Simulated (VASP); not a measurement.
# MnO2 (P4_2/mnm) in VASP: settings compared

MnO2 is run at these levels: PBE+D3(BJ)+U, revPBE+D3(BJ)+U; tasks: single point.

Program: VASP 6.6.1. These are calculated values, not measurements. Logs are shortened: lines on timing, memory, paths and dates and some standing lists are left out, and cuts for length are marked.

**1. The cell of the first run**

It takes space group P4_2/mnm (No. 136, tetragonal). Conventional cell: a = 4.464 Å, b = 4.464 Å, c = 2.948 Å, α = 90.00°, β = 90.00°, γ = 90.00°. Within 2.5 Å of Mn (site symmetry mmm) lie 6 O at 1.92 to 1.93 Å. O (site symmetry m2m) has 3 Mn at 1.92 to 1.93 Å and 1 O at 2.45 Å within 2.5 Å.

**2. Single point, PBE+D3(BJ)+U, collinear spin, ferrimagnetic start (volume scaled by 1.02)**

Input file INCAR:

```
ALGO     = Normal         # electronic algorithm
EDIFF    = 1E-6           # SCF threshold, eV
ENCUT    = 520            # plane-wave cutoff, eV
GGA      = PE             # functional
ISIF     = 2              # what is computed and relaxed
ISMEAR   = 0              # smearing method
ISPIN    = 2              # spin polarisation
IVDW     = 12             # dispersion correction
LASPH    = T              # aspherical terms in the spheres
LCHARG   = T              # write CHGCAR
LDAU     = T              # DFT+U
LDAUJ    = 0 0          
LDAUL    = 2 -1           # shell
LDAUPRINT= 1            
LDAUTYPE = 2            
LDAUU    = 3.9 0          # U, eV
LELF     = T              # ELF
LMAXMIX  = 4              # l up to which the mixer works
LORBIT   = 11             # projections on sites
LREAL    = F              # projectors in reciprocal space
LVHAR    = T            
LWAVE    = F              # write WAVECAR
MAGMOM   = 3.07 3.07 -0.1 -0.1 -0.1 -0.1 # initial moments
NBANDS   = 38             # bands
NELM     = 150            # most SCF steps
PREC     = Accurate       # precision mode
SIGMA    = 0.05           # smearing width, eV
```

Input file KPOINTS:

```
k-points
0
Gamma
  6 6 8
```

Input file POSCAR:

```
MnO2
1.0
    4.4635553622      0.0000000000      0.0000000000
    0.0000000000      4.4635553622      0.0000000000
    0.0000000000      0.0000000000      2.9480161989
Mn O
2 4
Direct
    0.0000000000      0.0000000000      0.0000000000
    0.5000000000      0.5000000000      0.5000000000
    0.3061767081      0.3061767081      0.0000000000
    0.1938232919      0.8061767081      0.5000000000
    0.6938232919      0.6938232919      0.0000000000
    0.8061767081      0.1938232919      0.5000000000
```

Potentials or basis: VASP PAW PBE potentials, release 64 (Mn_pv, O).

Run with:

```console
cat potpaw_PBE.64/Mn_pv/POTCAR potpaw_PBE.64/O/POTCAR > POTCAR
mpirun -np 1 vasp_std > vasp.out
```

OUTCAR:

```text
EDIFF = 1E-6
   ENCUT = 520
   GGA = PE
   ISIF = 2
   ISMEAR = 0
   ISPIN = 2
   IVDW = 12
   LASPH = T
   LORBIT = 11
   LREAL = F
   NELM = 150
   PREC = Accurate
 IVDW          = 12

 ion  position               nearest neighbor table
   1  0.000  0.000  0.000-   4 1.92   6 1.92   4 1.92   6 1.92   5 1.93   3 1.93
   2  0.500  0.500  0.500-   3 1.92   5 1.92   3 1.92   5 1.92   4 1.93   6 1.93
   3  0.306  0.306  0.000-   2 1.92   2 1.92   1 1.93
   4  0.194  0.806  0.500-   1 1.92   1 1.92   2 1.93
   5  0.694  0.694  0.000-   2 1.92   2 1.92   1 1.93
   6  0.806  0.194  0.500-   1 1.92   1 1.92   2 1.93

  LATTYP: Found a simple tetragonal cell.
 ALAT       =     4.4635553622
 C/A-ratio  =     0.6604636797

  Lattice vectors:

 A1 = (   4.4635553622,   0.0000000000,   0.0000000000)
 A2 = (   0.0000000000,   4.4635553622,   0.0000000000)
 A3 = (   0.0000000000,   0.0000000000,   2.9480161989)

Analysis of symmetry for initial positions (statically):
=====================================================================
 Subroutine PRICEL returns:
 Original cell was already a primitive cell.

 Routine SETGRP: Setting up the symmetry group for a
 simple tetragonal supercell.

 Subroutine GETGRP returns: Found 16 space group operations
 (whereof  8 operations were pure point group operations)
 out of a pool of 16 trial point group operations.

The static configuration has the point symmetry D_2h.
 The point group associated with its full space group is D_4h.

Analysis of symmetry for dynamics (positions and initial velocities):
=====================================================================
 Subroutine PRICEL returns:
 Original cell was already a primitive cell.

 Routine SETGRP: Setting up the symmetry group for a
 simple tetragonal supercell.

 Subroutine GETGRP returns: Found 16 space group operations
 (whereof  8 operations were pure point group operations)
 out of a pool of 16 trial point group operations.

The dynamic configuration has the point symmetry D_2h.
 The point group associated with its full space group is D_4h.

Analysis of structural, dynamic, and magnetic symmetry:
=====================================================================
 Subroutine PRICEL returns:
 Original cell was already a primitive cell.

 Routine SETGRP: Setting up the symmetry group for a
 simple tetragonal supercell.

 Subroutine GETGRP returns: Found 16 space group operations
 (whereof  8 operations were pure point group operations)
 out of a pool of 16 trial point group operations.

The overall configuration has the point symmetry D_2h.
 The point group associated with its full space group is D_4h.

 Subroutine INISYM returns: Found 16 space group operations
 (whereof  8 operations are pure point group operations),
 and found     1 'primitive' translations

----------------------------------------------------------------------------------------

                                     Primitive cell

  volume of cell :      58.7343

  direct lattice vectors                    reciprocal lattice vectors
     4.463555362  0.000000000  0.000000000     0.224036652  0.000000000  0.000000000
     0.000000000  4.463555362  0.000000000     0.000000000  0.224036652  0.000000000
     0.000000000  0.000000000  2.948016199     0.000000000  0.000000000  0.339211162

  length of vectors
     4.463555362  4.463555362  2.948016199     0.224036652  0.224036652  0.339211162

  position of ions in fractional coordinates (direct lattice)
     0.000000000  0.000000000  0.000000000
     0.500000000  0.500000000  0.500000000
     0.306176708  0.306176708  0.000000000
[... 121 lines left out ...]
  energy-cutoff  :      520.00
  volume of cell :       58.73
 maximum number of plane-waves:      1600
 NGX is ok and might be reduce to    36
   NGX = 17   NGY = 17   NGZ = 11

atom =   1  type =  1  l = 2

 onsite density matrix

spin component  1

  0.6519  0.0000  0.1862  0.0000  0.0000
  0.0000  0.7448  0.0000  0.2186  0.0000
  0.1862  0.0000  0.8373  0.0000 -0.0000
  0.0000  0.2186  0.0000  0.7448  0.0000
  0.0000  0.0000 -0.0000  0.0000  0.9699

spin component  2

  0.2152  0.0000 -0.1049  0.0000 -0.0000
  0.0000  0.2064  0.0000 -0.1091  0.0000
 -0.1049  0.0000  0.1297  0.0000 -0.0000
  0.0000 -0.1091  0.0000  0.2064  0.0000
 -0.0000  0.0000 -0.0000  0.0000  0.1031

 occupancies and eigenvectors

  o =  0.0592  v =  0.0000  0.0000  0.0000  0.0000  0.0000 -0.5579 -0.0000 -0.8299  0.0000 -0.0000      0.0000  0.0000  0.0000  0.0000  0.0000  0.0000  0.0000  0.0000  0.0000  0.0000
  o =  0.0972  v =  0.0000  0.0000  0.0000  0.0000  0.0000  0.0000 -0.7071  0.0000 -0.7071  0.0000      0.0000  0.0000  0.0000  0.0000  0.0000  0.0000  0.0000  0.0000  0.0000  0.0000
  o =  0.1031  v =  0.0000  0.0000  0.0000  0.0000  0.0000 -0.0000  0.0000 -0.0000  0.0000  1.0000      0.0000  0.0000  0.0000  0.0000  0.0000  0.0000  0.0000  0.0000  0.0000  0.0000
  o =  0.2857  v =  0.0000  0.0000  0.0000  0.0000  0.0000 -0.8299 -0.0000  0.5579  0.0000 -0.0000      0.0000  0.0000  0.0000  0.0000  0.0000  0.0000  0.0000  0.0000  0.0000  0.0000
  o =  0.3155  v =  0.0000  0.0000  0.0000  0.0000  0.0000  0.0000  0.7071  0.0000 -0.7071 -0.0000      0.0000  0.0000  0.0000  0.0000  0.0000  0.0000  0.0000  0.0000  0.0000  0.0000
  o =  0.5262  v =  0.0000 -0.7071  0.0000  0.7071 -0.0000  0.0000  0.0000  0.0000  0.0000  0.0000      0.0000  0.0000  0.0000  0.0000  0.0000  0.0000  0.0000  0.0000  0.0000  0.0000
  o =  0.5366  v = -0.8501  0.0000  0.5266  0.0000  0.0000  0.0000  0.0000  0.0000  0.0000  0.0000      0.0000  0.0000  0.0000  0.0000  0.0000  0.0000  0.0000  0.0000  0.0000  0.0000
  o =  0.9526  v = -0.5266  0.0000 -0.8501  0.0000 -0.0000  0.0000  0.0000  0.0000  0.0000  0.0000      0.0000  0.0000  0.0000  0.0000  0.0000  0.0000  0.0000  0.0000  0.0000  0.0000
  o =  0.9634  v =  0.0000 -0.7071  0.0000 -0.7071 -0.0000  0.0000  0.0000  0.0000  0.0000  0.0000      0.0000  0.0000  0.0000  0.0000  0.0000  0.0000  0.0000  0.0000  0.0000  0.0000
  o =  0.9699  v =  0.0000  0.0000  0.0000  0.0000 -1.0000  0.0000  0.0000  0.0000  0.0000  0.0000      0.0000  0.0000  0.0000  0.0000  0.0000  0.0000  0.0000  0.0000  0.0000  0.0000

atom =   2  type =  1  l = 2

 onsite density matrix

spin component  1

  0.6519  0.0000 -0.1862  0.0000 -0.0000
  0.0000  0.7448  0.0000 -0.2186  0.0000
 -0.1862  0.0000  0.8373  0.0000 -0.0000
  0.0000 -0.2186  0.0000  0.7448  0.0000
 -0.0000  0.0000 -0.0000  0.0000  0.9699

spin component  2

  0.2152  0.0000  0.1049  0.0000 -0.0000
  0.0000  0.2064  0.0000  0.1091  0.0000
  0.1049  0.0000  0.1297  0.0000  0.0000
  0.0000  0.1091  0.0000  0.2064  0.0000
 -0.0000  0.0000  0.0000  0.0000  0.1031

 occupancies and eigenvectors

  o =  0.0592  v =  0.0000  0.0000  0.0000  0.0000  0.0000 -0.5579 -0.0000  0.8299  0.0000 -0.0000      0.0000  0.0000  0.0000  0.0000  0.0000  0.0000  0.0000  0.0000  0.0000  0.0000
  o =  0.0972  v =  0.0000  0.0000  0.0000  0.0000  0.0000  0.0000  0.7071  0.0000 -0.7071 -0.0000      0.0000  0.0000  0.0000  0.0000  0.0000  0.0000  0.0000  0.0000  0.0000  0.0000
  o =  0.1031  v =  0.0000  0.0000  0.0000  0.0000  0.0000 -0.0000  0.0000  0.0000  0.0000  1.0000      0.0000  0.0000  0.0000  0.0000  0.0000  0.0000  0.0000  0.0000  0.0000  0.0000
  o =  0.2857  v =  0.0000  0.0000  0.0000  0.0000  0.0000 -0.8299 -0.0000 -0.5579  0.0000 -0.0000      0.0000  0.0000  0.0000  0.0000  0.0000  0.0000  0.0000  0.0000  0.0000  0.0000
  o =  0.3155  v =  0.0000  0.0000  0.0000  0.0000  0.0000  0.0000  0.7071  0.0000  0.7071 -0.0000      0.0000  0.0000  0.0000  0.0000  0.0000  0.0000  0.0000  0.0000  0.0000  0.0000
  o =  0.5262  v =  0.0000 -0.7071  0.0000 -0.7071  0.0000  0.0000  0.0000  0.0000  0.0000  0.0000      0.0000  0.0000  0.0000  0.0000  0.0000  0.0000  0.0000  0.0000  0.0000  0.0000
  o =  0.5366  v = -0.8501  0.0000 -0.5266  0.0000 -0.0000  0.0000  0.0000  0.0000  0.0000  0.0000      0.0000  0.0000  0.0000  0.0000  0.0000  0.0000  0.0000  0.0000  0.0000  0.0000
  o =  0.9526  v = -0.5266  0.0000  0.8501  0.0000  0.0000  0.0000  0.0000  0.0000  0.0000  0.0000      0.0000  0.0000  0.0000  0.0000  0.0000  0.0000  0.0000  0.0000  0.0000  0.0000
  o =  0.9634  v =  0.0000  0.7071  0.0000 -0.7071 -0.0000  0.0000  0.0000  0.0000  0.0000  0.0000      0.0000  0.0000  0.0000  0.0000  0.0000  0.0000  0.0000  0.0000  0.0000  0.0000
  o =  0.9699  v =  0.0000  0.0000 -0.0000  0.0000  1.0000  0.0000  0.0000  0.0000  0.0000  0.0000      0.0000  0.0000  0.0000  0.0000  0.0000  0.0000  0.0000  0.0000  0.0000  0.0000

 number of electron      49.9999971 magnetization       6.0812066

 Free energy of the ion-electron system (eV)
  ---------------------------------------------------
  ext. energy  EPLUGINS =         0.00000000
  ---------------------------------------------------
  free energy    TOTEN  =       -42.37734353 eV

  energy without entropy =      -42.37618569  energy(sigma->0) =      -42.37676461

 E-fermi :   4.3315     XC(G=0): -11.6996

 val. band max:        4.3261410285   @ k =   0.5000   0.0000   0.5000
 cond. band min:       4.3596511501   @ k =   0.1667   0.1667   0.5000
 fundamental gap:      0.0335101216
 Fermi energy:         4.3315066147

 spin component 1

 k-point     1 :       0.0000    0.0000    0.0000
  band No.  band energies     occupation
      1     -46.4653      1.00000
      2     -46.4594      1.00000
      3     -46.4343      1.00000
      4     -46.4343      1.00000
      5     -46.3821      1.00000
      6     -46.3821      1.00000
[... 1913 lines left out ...]
     36      19.0495      0.00000
     37      20.4205      0.00000

 [... further k-points ...]

 [bands above 37 left out]

------------------------ aborting loop because EDIFF is reached ----------------------------------------

 Edisp (eV)   -0.91674

 E8    (eV) :    -0.3297

  FORCE on cell =-STRESS in cart. coord.  units (eV):
  Direction    XX          YY          ZZ          XY          YZ          ZX
  --------------------------------------------------------------------------------------
  -------------------------------------------------------------------------------------
  Total      -0.98485    -0.98485    -1.15280     0.00000     0.00000     0.00000
  in kB     -26.86506   -26.86506   -31.44640     0.00000     0.00000     0.00000
  external pressure =      -28.39 kB  Pullay stress =        0.00 kB

 VOLUME and BASIS-vectors are now :
 -----------------------------------------------------------------------------
  energy-cutoff  :      520.00
  volume of cell :       58.73
      direct lattice vectors                 reciprocal lattice vectors
     4.463555362  0.000000000  0.000000000     0.224036652  0.000000000  0.000000000
     0.000000000  4.463555362  0.000000000     0.000000000  0.224036652  0.000000000
     0.000000000  0.000000000  2.948016199     0.000000000  0.000000000  0.339211162

 POSITION                                       TOTAL-FORCE (eV/Angst)
 -----------------------------------------------------------------------------------
      0.00000      0.00000      0.00000         0.000000     -0.000000      0.000000
      2.23178      2.23178      1.47401         0.000000     -0.000000      0.000000
      1.36664      1.36664      0.00000        -0.019018     -0.019018      0.000000
      0.86514      3.59841      1.47401         0.019018     -0.019018      0.000000
      3.09692      3.09692      0.00000         0.019018      0.019018     -0.000000
      3.59841      0.86514      1.47401        -0.019018      0.019018     -0.000000
 -----------------------------------------------------------------------------------
    total drift:                                0.000000      0.000000      0.000000

  FREE ENERGIE OF THE ION-ELECTRON SYSTEM (eV)
  ---------------------------------------------------
  free  energy   TOTEN  =       -43.2940883943 eV

  energy  without entropy=      -43.2929305482  energy(sigma->0) =      -43.29350947

 total charge

# of ion       s       p       d       tot
------------------------------------------
    1        0.336   6.427   4.780  11.543
    2        0.336   6.427   4.780  11.543
    3        1.568   3.451   0.000   5.018
    4        1.568   3.451   0.000   5.018
    5        1.568   3.451   0.000   5.018
    6        1.568   3.451   0.000   5.018
--------------------------------------------------
tot          6.944  26.656   9.559  43.160

 magnetization (x)

# of ion       s       p       d       tot
------------------------------------------
    1        0.020   0.029   3.085   3.134
    2        0.020   0.029   3.085   3.134
    3       -0.002  -0.072   0.000  -0.073
    4       -0.002  -0.072   0.000  -0.073
    5       -0.002  -0.072   0.000  -0.073
    6       -0.002  -0.072   0.000  -0.073
--------------------------------------------------
tot          0.034  -0.228   6.170   5.976
```

Wall time 3.3 min (1 thread of Intel Xeon Platinum 8488C (Sapphire Rapids), shared host); peak memory 0.3 GiB.

What came out:

```
Free energy                                           : -43.2941 eV
Pressure                                              : -2.8 GPa
Largest force                                         : 0.027 eV/Å
Net moment                                            : 6.08 μB per cell
Site moments                                          : Mn +3.13; O -0.07 μB
Valence electrons inside the program's atomic spheres : Mn 11.54; O 5.02
Dispersion energy per atom                            : -0.153 eV
```

Forces on the atoms (eV/Å):
```
Mn   0.000  0.000  0.000
Mn   0.000  0.000  0.000
O   -0.019 -0.019  0.000
O    0.019 -0.019  0.000
O    0.019  0.019  0.000
O   -0.019  0.019  0.000
```

Stress tensor (GPa, compression positive):
```
-2.69  0.00  0.00
 0.00 -2.69  0.00
 0.00  0.00 -3.14
```

Levels at points of the mesh, in eV from the Fermi level:
Spin up:
| k point | band 24 | band 25 | band 26 | band 27 | band 28 | band 29 | band 30 | band 31 | band 32 | band 33 |
| --- | --- | --- | --- | --- | --- | --- | --- | --- | --- | --- |
| (0.00, 0.00, 0.00) | -1.07 | -0.97 | -0.50 | -0.41 | -0.41 | 0.09 | 2.72 | 2.72 | 3.19 | 7.66 |
| (0.50, 0.00, 0.00) | -1.46 | -1.44 | -1.44 | -0.67 | -0.67 | 2.18 | 2.18 | 2.56 | 2.56 | 10.08 |
| (0.50, 0.50, 0.00) | -1.87 | -1.29 | -1.29 | -0.13 | -0.13 | 1.16 | 1.16 | 2.68 | 2.68 | 11.47 |
| (0.00, 0.00, 0.50) | -2.59 | -1.19 | -1.19 | -0.35 | -0.35 | 1.18 | 1.18 | 1.61 | 1.61 | 12.50 |
| (0.50, 0.00, 0.50) | -3.16 | -1.08 | -1.08 | -0.38 | -0.38 | -0.01 | -0.01 | 3.20 | 3.20 | 12.49 |
| (0.50, 0.50, 0.50) | -2.63 | -0.63 | -0.63 | -0.45 | -0.45 | 1.63 | 1.63 | 1.89 | 1.89 | 12.00 |
Spin down:
| k point | band 19 | band 20 | band 21 | band 22 | band 23 | band 24 | band 25 | band 26 |
| --- | --- | --- | --- | --- | --- | --- | --- | --- |
| (0.00, 0.00, 0.00) | -1.23 | -0.43 | -0.43 | 0.23 | 2.03 | 2.12 | 2.37 | 2.37 |
| (0.50, 0.00, 0.00) | -2.25 | -2.25 | -0.61 | -0.61 | 2.60 | 2.60 | 2.93 | 2.93 |
| (0.50, 0.50, 0.00) | -1.77 | -1.77 | -1.37 | -1.37 | 1.96 | 1.96 | 2.38 | 2.38 |
| (0.00, 0.00, 0.50) | -2.18 | -2.18 | -1.62 | -1.62 | 2.87 | 2.87 | 3.06 | 3.06 |
| (0.50, 0.00, 0.50) | -2.01 | -2.01 | -0.96 | -0.96 | 2.14 | 2.14 | 2.75 | 2.75 |
| (0.50, 0.50, 0.50) | -1.03 | -1.03 | -0.84 | -0.84 | 2.76 | 2.76 | 3.03 | 3.03 |

Eigenvalues of the final occupation matrices:
| site | spin | trace | eigenvalues |
| --- | --- | --- | --- |
| site 1 d | 1 | 3.95 | 0.53 0.54 0.95 0.96 0.97 |
| site 1 d | 2 | 0.86 | 0.06 0.10 0.10 0.29 0.32 |
| site 2 d | 1 | 3.95 | 0.53 0.54 0.95 0.96 0.97 |
| site 2 d | 2 | 0.86 | 0.06 0.10 0.10 0.29 0.32 |

Caveat: pairwise dispersion overbinds metals, which lowers pressure and volume. The state reached can hang on the start; a lower one may exist.

[end of part 1 of 3]
